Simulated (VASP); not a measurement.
# Ga (Cmce) in VASP: further runs, part 2 of 2

VASP 6.6.1. The steps go on from the part before.

## 3. Single point, PBE

The input, INCAR:

```
SYSTEM = Ga
ALGO     = Normal         ! electronic algorithm
EDIFF    = 1E-7           ! SCF threshold, eV
ENCUT    = 520            ! plane-wave cutoff, eV
GGA      = PE             ! functional
ISIF     = 2              ! what is computed and relaxed
ISMEAR   = -1             ! smearing method
LASPH    = .True.         ! aspherical terms in the spheres
LCHARG   = .False.        ! write CHGCAR
LREAL    = .False.        ! projectors in reciprocal space
LWAVE    = .False.        ! write WAVECAR
NBANDS   = 34             ! bands
NELM     = 60             ! most SCF steps
PREC     = Accurate       ! precision mode
SIGMA    = 0.2            ! smearing width, eV
```

The input, KPOINTS:

```
k-points
0
Gamma
  8 8 7
  0 0 0
```

The input, POSCAR:

```
Ga
1.0
    2.3107968683     -3.8729233244      0.0000000000
    2.3107968683      3.8729233244      0.0000000000
    0.0000000000      0.0000000000      4.5463111460
Ga
4
Direct
    0.8442122196      0.1557877804      0.0839449706
    0.6557877804      0.3442122196      0.5839449706
    0.1557877804      0.8442122196      0.9160550294
    0.3442122196      0.6557877804      0.4160550294
```

Potentials or basis: VASP PAW PBE potentials, release 64 (Ga_d).

The run is started by

```sh
$ cat potpaw_PBE.64/Ga_d/POTCAR > POTCAR
$ mpirun -np 1 vasp_std > vasp.out
```

OUTCAR:

```text
SYSTEM = Ga
   EDIFF = 1E-7
   ENCUT = 520
   GGA = PE
   ISIF = 2
   ISMEAR = -1
   LASPH = .True.
   LREAL = .False.
   NELM = 60
   PREC = Accurate

 ion  position               nearest neighbor table
   1  0.844  0.156  0.084-   3 2.53   2 2.70   2 2.70   4 2.76   4 2.76   3 2.84   3 2.84
   2  0.656  0.344  0.584-   4 2.53   1 2.70   1 2.70   3 2.76   3 2.76   4 2.84   4 2.84
   3  0.156  0.844  0.916-   1 2.53   4 2.70   4 2.70   2 2.76   2 2.76   1 2.84   1 2.84
   4  0.344  0.656  0.416-   2 2.53   3 2.70   3 2.70   1 2.76   1 2.76   2 2.84   2 2.84

  LATTYP: Found a base centered orthorhombic cell.
 ALAT       =     4.6215937366
 B/A-ratio  =     1.6760120189
 C/A-ratio  =     0.9837106862

  Lattice vectors:

 A1 = (   2.3107968683,  -3.8729233244,   0.0000000000)
 A2 = (   2.3107968683,   3.8729233244,   0.0000000000)
 A3 = (   0.0000000000,   0.0000000000,   4.5463111460)

Analysis of symmetry for initial positions (statically):
=====================================================================
 Subroutine PRICEL returns:
 Original cell was already a primitive cell.

 Routine SETGRP: Setting up the symmetry group for a
 base centered orthorhombic supercell.

 Subroutine GETGRP returns: Found  8 space group operations
 (whereof  4 operations were pure point group operations)
 out of a pool of  8 trial point group operations.

The static configuration has the point symmetry C_2h.
 The point group associated with its full space group is D_2h.

Analysis of symmetry for dynamics (positions and initial velocities):
=====================================================================
 Subroutine PRICEL returns:
 Original cell was already a primitive cell.

 Routine SETGRP: Setting up the symmetry group for a
 base centered orthorhombic supercell.

 Subroutine GETGRP returns: Found  8 space group operations
 (whereof  4 operations were pure point group operations)
 out of a pool of  8 trial point group operations.

The dynamic configuration has the point symmetry C_2h.
 The point group associated with its full space group is D_2h.

 Subroutine INISYM returns: Found  8 space group operations
 (whereof  4 operations are pure point group operations),
 and found     1 'primitive' translations

----------------------------------------------------------------------------------------

                                     Primitive cell

  volume of cell :      81.3748

  direct lattice vectors                    reciprocal lattice vectors
     2.310796868 -3.872923324  0.000000000     0.216375575 -0.129101446  0.000000000
     2.310796868  3.872923324  0.000000000     0.216375575  0.129101446  0.000000000
     0.000000000  0.000000000  4.546311146     0.000000000  0.000000000  0.219958548

  length of vectors
     4.509913219  4.509913219  4.546311146     0.251963435  0.251963435  0.219958548

  position of ions in fractional coordinates (direct lattice)
     0.844212220  0.155787780  0.083944971
     0.655787780  0.344212220  0.583944971
     0.155787780  0.844212220  0.916055029
     0.344212220  0.655787780  0.416055029

  ion indices of the primitive-cell ions
   primitive index   ion index
                 1           1
                 2           2
                 3           3
[... 24 lines left out ...]
 ===========================================

 Found     84 irreducible k-points:

 Following reciprocal coordinates:
            Coordinates               Weight
  0.000000  0.000000  0.000000      1.000000
  0.125000  0.000000  0.000000      4.000000
  0.250000  0.000000  0.000000      4.000000
  0.375000 -0.000000  0.000000      4.000000
  0.500000  0.000000  0.000000      2.000000
  0.125000  0.125000  0.000000      2.000000
[... 16 lines left out ...]
  0.125000  0.000000  0.142857      8.000000
  0.250000  0.000000  0.142857      8.000000
 [... further k-points ...]
   k-points           NKPTS =     84   k-points in BZ     NKDIM =     84   number of bands    NBANDS=     34
   number of dos      NEDOS =    301   number of ions     NIONS =      4
   total plane-waves  NPLWV =  46656
   dimension x,y,z NGX =    36 NGY =   36 NGZ =   36
   dimension x,y,z NGXF=    72 NGYF=   72 NGZF=   72
   ions per type =               4
   NGX,Y,Z   is equivalent  to a cutoff of  13.27, 13.27, 13.16 a.u.
   NGXF,Y,Z  is equivalent  to a cutoff of  26.54, 26.54, 26.33 a.u.
 SYSTEM =  Ga
   PREC   = accura    normal or accurate (medium, high low for compatibility)
   ISTART =      0    job   : 0-new  1-cont  2-samecut
   ICHARG =      2    charge: 1-file 2-atom 10-const
   ISPIN  =      1    spin polarized calculation?
   LNONCOLLINEAR =      F non collinear calculations
   LSORBIT =      F    spin-orbit coupling
   LASPH  =      T    aspherical Exc in radial PAW
   ENCUT  =  520.0 eV  38.22 Ry    6.18 a.u.   8.39  8.39  8.45*2*pi/ulx,y,z
   NELM   =     60;   NELMIN=  2; NELMDL= -5     # of ELM steps
   EDIFF  = 0.1E-06   stopping-criterion for ELM
   LREAL  =      F    real-space projection
   EDIFFG = 0.1E-05   stopping-criterion for IOM
   NSW    =      0    number of steps for IOM
   IBRION =     -1    ionic relax: 0-MD 1-quasi-New 2-CG
   NFREE  =      0    steps in history (QN), initial steepest desc. (CG)
   ISIF   =      2    stress and relaxation
   ISYM   =      2    0-nonsym 1-usesym 2-fastsym
   POTIM  = 0.5000    time-step for ionic-motion
   TEBEG  =    0.0;   TEEND  =   0.0 temperature during run
   PSTRESS=    0.0 pullay stress
   NELECT =      52.0000    total number of electrons
   NUPDOWN=      -1.0000    fix difference up-down
   EMIN   =  10.00;   EMAX   =-10.00  energy-range for DOS
   EFERMI =   0.00;   METHOD = LEGACY
   ISMEAR =    -1;   SIGMA  =   0.20  broadening in eV -4-tet -1-fermi 0-gaus
   EFERMI_NEDOS =   21; number of points for ismear=-14 and -15
   IALGO  =     38    algorithm
   IMIX   =      4    mixing-type and parameters
     AMIX     =   0.40;   BMIX     =  1.00
     AMIX_MAG =   1.60;   BMIX_MAG =  1.00
  volume/ion in A,a.u.               =      20.34       137.29
  Fermi-wavevector in a.u.,A,eV,Ry     =   1.410087  2.664679 27.053093  1.988346
  Thomas-Fermi vector in A             =   2.532077
   LORBIT       =      0    0 simple, 1 ext, 2 COOP (PROOUT), +10 PAW based schemes
   GGA     = PE    functional components
   LHFCALC =     F    Hartree Fock is set to
   AEXX    =    0.0000 exact exchange contribution
   IVDW    =     0    specifies the selected vdW correction
   LEPSILON=     F    determine dielectric tensor
   LRPA    =     F    only Hartree local field effects (RPA)
 non-spin polarized calculation
  energy-cutoff  :      520.00
  volume of cell :       81.37
 maximum number of plane-waves:      2211
 NGX is ok and might be reduce to    36
   NGX = 17   NGY = 17   NGZ = 17

 number of electron      52.0000004 magnetization

 Free energy of the ion-electron system (eV)
  ---------------------------------------------------
  ext. energy  EPLUGINS =         0.00000000
  ---------------------------------------------------
  free energy    TOTEN  =       -11.69229472 eV

  energy without entropy =      -11.54096177  energy(sigma->0) =      -11.61662825

 E-fermi :   4.7057     XC(G=0): -10.4646

 val. band max:        4.6798980251   @ k =  -0.3750   0.2500   0.1429
 cond. band min:       4.7358665082   @ k =  -0.2500   0.2500   0.2857
 fundamental gap:      0.0559684832
 Fermi energy:         4.7056754173

 k-point     1 :       0.0000    0.0000    0.0000
  band No.  band energies     occupation
      1     -10.3862      2.00000
      2     -10.3849      2.00000
      3     -10.3641      2.00000
      4     -10.3448      2.00000
      5     -10.3136      2.00000
      6     -10.2964      2.00000
[... 877 lines left out ...]
     33      10.2922      0.00000
     34      12.6296      0.00000

 [... further k-points ...]

------------------------ aborting loop because EDIFF is reached ----------------------------------------

  FORCE on cell =-STRESS in cart. coord.  units (eV):
  Direction    XX          YY          ZZ          XY          YZ          ZX
  --------------------------------------------------------------------------------------
  -------------------------------------------------------------------------------------
  Total        0.1545942      0.0610496      0.1297644      0.0000000      0.0000000      0.0000000
  in kB        3.0437839      1.2019971      2.5549151      0.0000000      0.0000000      0.0000000
  external PRESSURE =       2.2668987 kB  Pullay stress =       0.0000000 kB

 VOLUME and BASIS-vectors are now :
 -----------------------------------------------------------------------------
  energy-cutoff  :      520.00
  volume of cell :       81.37
      direct lattice vectors                 reciprocal lattice vectors
     2.310796868 -3.872923324  0.000000000     0.216375575 -0.129101446  0.000000000
     2.310796868  3.872923324  0.000000000     0.216375575  0.129101446  0.000000000
     0.000000000  0.000000000  4.546311146     0.000000000  0.000000000  0.219958548

 POSITION                                       TOTAL-FORCE (eV/Angst)
 -----------------------------------------------------------------------------------
      2.31080     -2.66622      0.38164         0.000000      0.027166      0.004996
      2.31080     -1.20671      2.65480         0.000000     -0.027166      0.004996
      2.31080      2.66622      4.16467         0.000000     -0.027166     -0.004996
      2.31080      1.20671      1.89152         0.000000      0.027166     -0.004996
 -----------------------------------------------------------------------------------
    total drift:                                0.000000      0.000000     -0.000000

  FREE ENERGIE OF THE ION-ELECTRON SYSTEM (eV)
  ---------------------------------------------------
  free  energy   TOTEN  =       -11.6922947201 eV

  energy  without entropy=      -11.5409617722  energy(sigma->0) =      -11.61662825
```

Run time: 4.6 min. Hardware: 1 thread of Intel Xeon 8259CL, shared host; peak memory 0.31 GiB.

Results:

```
Free energy            : -11.6923 eV
Pressure               : 0.2 GPa
Largest force          : 0.028 eV/Å
Band gap on the k mesh : zero (bands 26 and 27 overlap by 0.88 eV)
```

Forces in eV/Å, atoms in the order of the input:
```
Ga   0.000  0.027  0.005
Ga   0.000 -0.027  0.005
Ga   0.000 -0.027 -0.005
Ga   0.000  0.027 -0.005
```

Stress tensor (GPa, compression positive):
```
0.30 0.00 0.00
0.00 0.12 0.00
0.00 0.00 0.26
```

## 4. Single point, PBE

The input, INCAR:

```
PREC = Accurate
ENCUT = 520
EDIFF = 1E-6
ISMEAR = -1
SIGMA = 0.3
LREAL = F
LASPH = T
NELM = 60
ALGO = Normal
ISIF = 2
LWAVE = F
LCHARG = T
GGA = PE
LELF = T
LVHAR = T
NBANDS = 34
```

The input, KPOINTS:

```
Automatic mesh
0
Gamma
  8 8 7
```

POSCAR is that of step 3.

The run is started by

```sh
$ cat potpaw_PBE.64/Ga_d/POTCAR > POTCAR
$ mpirun -np 1 vasp_std > vasp.out
```

Wall time 4 min (1 thread of Intel Xeon 8259CL, shared host); peak memory 0.31 GiB.

The run converged. Its results:

- Free energy: -11.7934 eV
- Pressure: 0.6 GPa
- Largest force: 0.044 eV/Å
- Band gap on the k mesh: zero (bands 26 and 27 overlap by 0.88 eV)

Forces in eV/Å, atoms in the order of the input:
```
Ga   0.000  0.042  0.014
Ga   0.000 -0.042  0.014
Ga   0.000 -0.042 -0.014
Ga   0.000  0.042 -0.014
```

Stress tensor (GPa, compression positive):
```
0.72 0.00 0.00
0.00 0.45 0.00
0.00 0.00 0.60
```

Levels at points of the mesh, in eV from the Fermi level:
| k point | band 24 | band 25 | band 26 | band 27 | band 28 | band 29 |
| --- | --- | --- | --- | --- | --- | --- |
| (0.00, 0.00, 0.00) | -2.05 | -1.70 | -0.67 | 0.85 | 0.90 | 1.01 |
| (0.50, 0.00, 0.00) | -3.43 | -1.21 | -1.21 | 0.82 | 0.82 | 3.98 |
| (0.50, 0.50, 0.00) | -3.21 | -1.63 | -1.36 | 1.12 | 1.34 | 3.09 |

Caveat: so wide a smearing shifts energies and pressures.

## 5. Single point, PBE

The input, INCAR:

```
PREC = Accurate
ENCUT = 520
EDIFF = 1E-7
ISMEAR = 1
SIGMA = 0.2
LREAL = False
LASPH = True
NELM = 80
ALGO = Normal
ISIF = 2
LWAVE = False
LCHARG = False
GGA = PE
NBANDS = 34
```

The input, KPOINTS:

```
regular mesh
0
Gamma
  8 8 7
```

POSCAR is that of step 4.

The run is started by

```sh
$ cat potpaw_PBE.64/Ga_d/POTCAR > POTCAR
$ mpirun -np 1 vasp_std > vasp.out
```

It took 2.8 min on 1 thread of AMD EPYC 7R13 (Zen 3), shared host; peak memory 0.28 GiB.

It converged, with:

* Free energy: -11.6222 eV
* Pressure: 0.1 GPa
* Largest force: 0.005 eV/Å
* Band gap on the k mesh: zero (bands 26 and 27 overlap by 0.88 eV)

Forces in eV/Å, atoms in the order of the input:
```
Ga   0.000  0.001 -0.005
Ga   0.000 -0.001 -0.005
Ga   0.000 -0.001  0.005
Ga   0.000  0.001  0.005
```

Levels at points of the mesh, in eV from the Fermi level:
| k point | band 23 | band 24 | band 25 | band 26 | band 27 | band 28 | band 29 | band 30 |
| --- | --- | --- | --- | --- | --- | --- | --- | --- |
| (0.00, 0.00, 0.00) | -3.57 | -2.07 | -1.72 | -0.68 | 0.84 | 0.88 | 1.00 | 4.81 |
| (0.50, 0.00, 0.00) | -3.44 | -3.44 | -1.23 | -1.23 | 0.80 | 0.80 | 3.96 | 3.96 |
| (0.50, 0.50, 0.00) | -4.34 | -3.22 | -1.65 | -1.38 | 1.11 | 1.33 | 3.07 | 3.76 |

## 6. Single point, PBE

The input, INCAR:

```
ALGO = Normal
EDIFF = 1E-6
ENCUT = 520
GGA = PE
ISIF = 2
ISMEAR = 1
LASPH = True
LCHARG = True
LELF = True
LREAL = False
LVHAR = True
LWAVE = False
NBANDS = 34
NELM = 100
PREC = Accurate
SIGMA = 0.3
```

The input, KPOINTS:

```
k-points
0
Gamma
  8 8 7
```

POSCAR is that of step 5.

Potentials or basis: VASP PAW PBE potentials, release 64 (Ga_d).

The run is started by

```sh
$ cat potpaw_PBE.64/Ga_d/POTCAR > POTCAR
$ mpirun -np 1 vasp_std > vasp.out
```

It took 2.5 min on 1 thread of AMD EPYC 7R13 (Zen 3), shared host; peak memory 0.27 GiB.

The run converged. Its results:

```
Free energy            : -11.6218 eV
Pressure               : 0.1 GPa
Largest force          : 0.006 eV/Å
Band gap on the k mesh : zero (bands 26 and 27 overlap by 0.88 eV)
```

Forces on the atoms (eV/Å):
```
Ga   0.000 -0.003 -0.005
Ga   0.000  0.003 -0.005
Ga   0.000  0.003  0.005
Ga   0.000 -0.003  0.005
```

Stress tensor (GPa, compression positive):
```
0.04 0.00 0.00
0.00 0.15 0.00
0.00 0.00 0.06
```

Levels at points of the mesh, in eV from the Fermi level:
```
           k point  band 23  band 24  band 25  band 26  band 27  band 28  band 29  band 30
(0.00, 0.00, 0.00)    -3.56    -2.05    -1.71    -0.67     0.85     0.90     1.01     4.82
(0.50, 0.00, 0.00)    -3.43    -3.43    -1.22    -1.22     0.81     0.81     3.98     3.98
(0.50, 0.50, 0.00)    -4.32    -3.21    -1.63    -1.37     1.12     1.34     3.08     3.77
```

Caveat: so wide a smearing shifts energies and pressures.

## 7. Summary

```csv
smearing,gap on the mesh (eV),pressure (GPa),largest force (eV/Å)
fermi-dirac 0.1 eV,none,0.1,0.01
fermi-dirac 0.2 eV,none,0.2,0.03
fermi-dirac 0.3 eV,none,0.6,0.04
methfessel-paxton 0.2 eV,none,0.1,-
methfessel-paxton 0.3 eV,none,0.1,0.01
```

Alike in all rows: task single point; level PBE; potentials or basis VASP PAW PBE potentials, release 64 (Ga_d); no spin polarisation; cell as given; k mesh 8 × 8 × 7; cutoff (eV) 520.

Caveats: so wide a smearing shifts energies and pressures (at least some runs).

Total energies depend on the potentials used, so only differences within one code and one set of settings carry meaning.

The gap in the log of VASP goes by the Fermi energy; the results here count the filled bands.